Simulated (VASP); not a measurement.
# CaAuC4N4 (P-43m) in VASP: further runs, part 2 of 2

VASP 6.6.1.

### Step 5. Single point, PBE, collinear spin

INCAR

```
SYSTEM = CaAuC4N4
  PREC = Accurate
  ENCUT = 520
  EDIFF = 1E-6
  ISMEAR = 0
  SIGMA = 0.1
  LREAL = .False.
  LASPH = .True.
  NELM = 150
  ALGO = Normal
  ISIF = 2
  LWAVE = .False.
  LCHARG = .False.
  ISPIN = 2
  MAGMOM = 0 0 0 0 0 1 0 0 0 0
  LORBIT = 11
  LMAXMIX = 4
  GGA = PE
  NBANDS = 44
```

KPOINTS

```
Automatic mesh
0
Gamma
  4 4 4
  0 0 0
```

POSCAR

```
CaAuC4N4
1.0
    6.4763608739      0.0000000000      0.0000000000
    0.0000000000      6.4763608739      0.0000000000
    0.0000000000      0.0000000000      6.4763608739
Ca C Au N
1 4 1 4
Direct
    0.5000000000      0.5000000000      0.5000000000
    0.1862961400      0.1862961400      0.1862961400
    0.1862961400      0.8137038600      0.8137038600
    0.8137038600      0.1862961400      0.8137038600
    0.8137038600      0.8137038600      0.1862961400
    0.0000000000      0.0000000000      0.0000000000
    0.2906272953      0.2906272953      0.2906272953
    0.2906272953      0.7093727047      0.7093727047
    0.7093727047      0.2906272953      0.7093727047
    0.7093727047      0.7093727047      0.2906272953
```

Potentials or basis: VASP PAW PBE potentials, release 64 (Ca_sv, C, Au, N).

Launch:

```bash
> cat potpaw_PBE.64/Ca_sv/POTCAR potpaw_PBE.64/C/POTCAR potpaw_PBE.64/Au/POTCAR potpaw_PBE.64/N/POTCAR > POTCAR
> mpirun -np 1 vasp_std > vasp.out
```

OUTCAR:

```text
SYSTEM = CaAuC4N4
   PREC = Accurate
   ENCUT = 520
   EDIFF = 1E-6
   ISMEAR = 0
   LREAL = .False.
   LASPH = .True.
   NELM = 150
   ISIF = 2
   ISPIN = 2
   LORBIT = 11
   GGA = PE

 ion  position               nearest neighbor table
   1  0.500  0.500  0.500-   7 2.35   8 2.35   9 2.35  10 2.35
   2  0.186  0.186  0.186-   7 1.17   6 2.09
   3  0.186  0.814  0.814-   8 1.17   6 2.09
   4  0.814  0.186  0.814-   9 1.17   6 2.09
   5  0.814  0.814  0.186-  10 1.17   6 2.09
   6  0.000  0.000  0.000-   2 2.09   3 2.09   4 2.09   5 2.09
   7  0.291  0.291  0.291-   2 1.17   1 2.35
   8  0.291  0.709  0.709-   3 1.17   1 2.35
   9  0.709  0.291  0.709-   4 1.17   1 2.35
  10  0.709  0.709  0.291-   5 1.17   1 2.35

  LATTYP: Found a simple cubic cell.
 ALAT       =     6.4763608739

  Lattice vectors:

 A1 = (   6.4763608739,   0.0000000000,   0.0000000000)
 A2 = (   0.0000000000,   6.4763608739,   0.0000000000)
 A3 = (   0.0000000000,   0.0000000000,   6.4763608739)

Analysis of symmetry for initial positions (statically):
=====================================================================
 Subroutine PRICEL returns:
 Original cell was already a primitive cell.

 Routine SETGRP: Setting up the symmetry group for a
 simple cubic supercell.

 Subroutine GETGRP returns: Found 24 space group operations
 (whereof 24 operations were pure point group operations)
 out of a pool of 48 trial point group operations.

The static configuration has the point symmetry T_d .

Analysis of symmetry for dynamics (positions and initial velocities):
=====================================================================
 Subroutine PRICEL returns:
 Original cell was already a primitive cell.

 Routine SETGRP: Setting up the symmetry group for a
 simple cubic supercell.

 Subroutine GETGRP returns: Found 24 space group operations
 (whereof 24 operations were pure point group operations)
 out of a pool of 48 trial point group operations.

The dynamic configuration has the point symmetry T_d .

Analysis of structural, dynamic, and magnetic symmetry:
=====================================================================
 Subroutine PRICEL returns:
 Original cell was already a primitive cell.

 Routine SETGRP: Setting up the symmetry group for a
 simple cubic supercell.

 Subroutine GETGRP returns: Found 24 space group operations
 (whereof 24 operations were pure point group operations)
 out of a pool of 48 trial point group operations.

The overall configuration has the point symmetry T_d .

 Subroutine INISYM returns: Found 24 space group operations
 (whereof 24 operations are pure point group operations),
 and found     1 'primitive' translations

----------------------------------------------------------------------------------------

                                     Primitive cell

  volume of cell :     271.6396

  direct lattice vectors                    reciprocal lattice vectors
     6.476360874  0.000000000  0.000000000     0.154407702  0.000000000  0.000000000
     0.000000000  6.476360874  0.000000000     0.000000000  0.154407702  0.000000000
     0.000000000  0.000000000  6.476360874     0.000000000  0.000000000  0.154407702

  length of vectors
     6.476360874  6.476360874  6.476360874     0.154407702  0.154407702  0.154407702

  position of ions in fractional coordinates (direct lattice)
[... 100 lines left out ...]
     AMIX_MAG =   1.60;   BMIX_MAG =  1.00
  volume/ion in A,a.u.               =      27.16       183.31
  Fermi-wavevector in a.u.,A,eV,Ry     =   0.972827  1.838376 12.876438  0.946391
  Thomas-Fermi vector in A             =   2.103157
   LORBIT       =     11    0 simple, 1 ext, 2 COOP (PROOUT), +10 PAW based schemes
   GGA     = PE    functional components
   LHFCALC =     F    Hartree Fock is set to
   AEXX    =    0.0000 exact exchange contribution
   IVDW    =     0    specifies the selected vdW correction
   LEPSILON=     F    determine dielectric tensor
   LRPA    =     F    only Hartree local field effects (RPA)
 spin polarized calculation
 Gauss-broadening in eV      SIGMA  =   0.10
  energy-cutoff  :      520.00
  volume of cell :      271.64
 maximum number of plane-waves:      7400
   NGX = 25   NGY = 25   NGZ = 25

 number of electron      57.0000000 magnetization       0.9998561

 Free energy of the ion-electron system (eV)
  ---------------------------------------------------
  ext. energy  EPLUGINS =         0.00000000
  ---------------------------------------------------
  free energy    TOTEN  =       -72.93871407 eV

  energy without entropy =      -72.86410270  energy(sigma->0) =      -72.90140838

 E-fermi :  -2.5833     XC(G=0):  -6.2811

 val. band max:       -2.5900187593   @ k =   0.5000   0.2500   0.0000
 cond. band min:      -2.5826320760   @ k =   0.5000   0.5000   0.0000
 fundamental gap:      0.0073866833
 Fermi energy:        -2.5833296545

 spin component 1

 k-point     1 :       0.0000    0.0000    0.0000
  band No.  band energies     occupation
      1     -41.5099      1.00000
      2     -22.5757      1.00000
      3     -22.5757      1.00000
      4     -22.5757      1.00000
      5     -19.0160      1.00000
      6     -18.9476      1.00000
[... 419 lines left out ...]
     39       4.1532      0.00000
     40       4.1532      0.00000
 Fermi energy:        -2.5833296545

 spin component 2

 k-point     1 :       0.0000    0.0000    0.0000
  band No.  band energies     occupation
      1     -41.5069      1.00000
      2     -22.5718      1.00000
      3     -22.5718      1.00000
      4     -22.5718      1.00000
      5     -18.9431      1.00000
      6     -18.8752      1.00000
[... 419 lines left out ...]
     39       4.2066      0.00000
     40       4.2066      0.00000
 [bands above 40 left out]

------------------------ aborting loop because EDIFF is reached ----------------------------------------

  FORCE on cell =-STRESS in cart. coord.  units (eV):
  Direction    XX          YY          ZZ          XY          YZ          ZX
  --------------------------------------------------------------------------------------
  -------------------------------------------------------------------------------------
  Total        0.5073507      0.5073507      0.5073507     -0.0000000      0.0000000     -0.0000000
  in kB        2.9924419      2.9924419      2.9924419     -0.0000000      0.0000000     -0.0000000
  external PRESSURE =       2.9924419 kB  Pullay stress =       0.0000000 kB

 VOLUME and BASIS-vectors are now :
 -----------------------------------------------------------------------------
  energy-cutoff  :      520.00
  volume of cell :      271.64
      direct lattice vectors                 reciprocal lattice vectors
     6.476360874  0.000000000  0.000000000     0.154407702  0.000000000  0.000000000
     0.000000000  6.476360874  0.000000000     0.000000000  0.154407702  0.000000000
     0.000000000  0.000000000  6.476360874     0.000000000  0.000000000  0.154407702

 POSITION                                       TOTAL-FORCE (eV/Angst)
 -----------------------------------------------------------------------------------
      3.23818      3.23818      3.23818         0.000000      0.000000     -0.000000
      1.20652      1.20652      1.20652        -0.197115     -0.197115     -0.197115
      1.20652      5.26984      5.26984        -0.197115      0.197115      0.197115
      5.26984      1.20652      5.26984         0.197115     -0.197115      0.197115
      5.26984      5.26984      1.20652         0.197115      0.197115     -0.197115
      0.00000      0.00000      0.00000         0.000000      0.000000     -0.000000
      1.88221      1.88221      1.88221         0.183895      0.183895      0.183895
      1.88221      4.59415      4.59415         0.183895     -0.183895     -0.183895
      4.59415      1.88221      4.59415        -0.183895      0.183895     -0.183895
      4.59415      4.59415      1.88221        -0.183895     -0.183895      0.183895
 -----------------------------------------------------------------------------------
    total drift:                                0.000000      0.000000     -0.000000

  FREE ENERGIE OF THE ION-ELECTRON SYSTEM (eV)
  ---------------------------------------------------
  free  energy   TOTEN  =       -72.9387140687 eV

  energy  without entropy=      -72.8641026988  energy(sigma->0) =      -72.90140838

 total charge

# of ion       s       p       d       tot
------------------------------------------
    1        2.031   5.864   0.208   8.102
    2        0.950   1.610   0.000   2.560
    3        0.950   1.610   0.000   2.560
    4        0.950   1.610   0.000   2.560
    5        0.950   1.610   0.000   2.560
    6        0.586   0.665   8.512   9.763
    7        1.313   2.575   0.000   3.887
    8        1.313   2.575   0.000   3.887
    9        1.313   2.575   0.000   3.887
   10        1.313   2.575   0.000   3.887
--------------------------------------------------
tot         11.667  23.266   8.720  43.653

 magnetization (x)

# of ion       s       p       d       tot
------------------------------------------
    1        0.000   0.001   0.002   0.004
    2        0.015   0.034   0.000   0.049
    3        0.015   0.034   0.000   0.049
    4        0.015   0.034   0.000   0.049
    5        0.015   0.034   0.000   0.049
    6       -0.000   0.075   0.342   0.417
    7        0.001   0.033   0.000   0.034
    8        0.001   0.033   0.000   0.034
    9        0.001   0.033   0.000   0.034
   10        0.001   0.033   0.000   0.034
--------------------------------------------------
tot          0.065   0.343   0.345   0.752
```

Run time: 2.1 min. Hardware: 1 thread of AMD EPYC 9R45 (Zen 5), shared host; peak memory 0.49 GiB.

What came out:

| Item | Value |
| --- | --- |
| Free energy | -72.9387 eV |
| Pressure | 0.3 GPa |
| Largest force | 0.341 eV/Å |
| Band gap on the k mesh | zero (filled and empty bands overlap) |
| Net moment | 1.00 μB per cell |
| Site moments | Ca +0.00; C +0.05; Au +0.42; N +0.03 μB |
| Valence electrons inside the program's atomic spheres | Ca 8.10; C 2.56; Au 9.76; N 3.89 |

Forces in eV/Å, atoms in the order of the input:
```
Ca   0.000  0.000  0.000
C   -0.197 -0.197 -0.197
C   -0.197  0.197  0.197
C    0.197 -0.197  0.197
C    0.197  0.197 -0.197
Au   0.000  0.000  0.000
N    0.184  0.184  0.184
N    0.184 -0.184 -0.184
N   -0.184  0.184 -0.184
N   -0.184 -0.184  0.184
```

Levels at points of the mesh, in eV from the Fermi level:
Spin up:
| k point | band 25 | band 26 | band 27 | band 28 | band 29 | band 30 | band 31 | band 32 | band 33 | band 34 |
| --- | --- | --- | --- | --- | --- | --- | --- | --- | --- | --- |
| (0.00, 0.00, 0.00) | -2.07 | -2.07 | -0.31 | -0.31 | -0.31 | 4.69 | 4.69 | 4.69 | 4.90 | 4.90 |
| (0.50, 0.00, 0.00) | -1.97 | -1.91 | -0.35 | -0.28 | -0.28 | 4.68 | 4.87 | 4.93 | 4.93 | 5.13 |
| (0.50, 0.50, 0.00) | -1.94 | -1.81 | -0.34 | -0.26 | -0.26 | 4.69 | 4.85 | 5.18 | 5.18 | 5.22 |
| (0.50, 0.50, 0.50) | -1.89 | -1.89 | -0.29 | -0.29 | -0.29 | 4.91 | 4.91 | 5.09 | 5.09 | 5.09 |
Spin down:
| k point | band 25 | band 26 | band 27 | band 28 | band 29 | band 30 | band 31 | band 32 | band 33 | band 34 |
| --- | --- | --- | --- | --- | --- | --- | --- | --- | --- | --- |
| (0.00, 0.00, 0.00) | -1.98 | -1.98 | -0.05 | -0.05 | -0.05 | 4.79 | 4.79 | 4.79 | 4.96 | 4.96 |
| (0.50, 0.00, 0.00) | -1.88 | -1.82 | -0.08 | -0.01 | -0.01 | 4.77 | 4.93 | 5.02 | 5.02 | 5.19 |
| (0.50, 0.50, 0.00) | -1.86 | -1.72 | -0.07 | 0.00 | 0.00 | 4.78 | 4.90 | 5.24 | 5.24 | 5.28 |
| (0.50, 0.50, 0.50) | -1.81 | -1.81 | -0.02 | -0.02 | -0.02 | 4.97 | 4.97 | 5.18 | 5.18 | 5.18 |

Caveat: spin-orbit coupling is left out, which moves the levels of the heavy elements.

### Step 6. Overview

| task | spin | cell | cutoff (eV) | gap on the mesh (eV) | pressure (GPa) | largest force (eV/Å) |
| --- | --- | --- | --- | --- | --- | --- |
| single point | off | a = 6.476 Å, 10 atoms, atomic positions A | 520 | none | 0.3 | 0.38 |
| single point | off | a = 6.116 Å, 10 atoms, atomic positions B | 520 | none | 8.7 | 2.06 |
| relaxation of cell and atoms | off | relaxed from a = 6.116 Å, 10 atoms, atomic positions B | 600 | none | -0.1 | 0.04 |
| single point | collinear | a = 6.476 Å, 10 atoms, atomic positions A | 520 | none | 0.3 | 0.34 |

Alike in all rows: level PBE; potentials or basis VASP PAW PBE potentials, release 64 (Ca_sv, C, Au, N); k mesh 4 × 4 × 4; smearing gaussian 0.1 eV.

Caveats: spin-orbit coupling is left out, which moves the levels of the heavy elements; an odd number of electrons without spin polarisation forces a metal (at least some runs); a magnetic or distorted state may lie lower (at least some runs); the cell stands under pressure (at least some runs).

Absolute energies hang on the potentials; compare differences alone.

The gap in the log of VASP goes by the Fermi energy; the results here count the filled bands.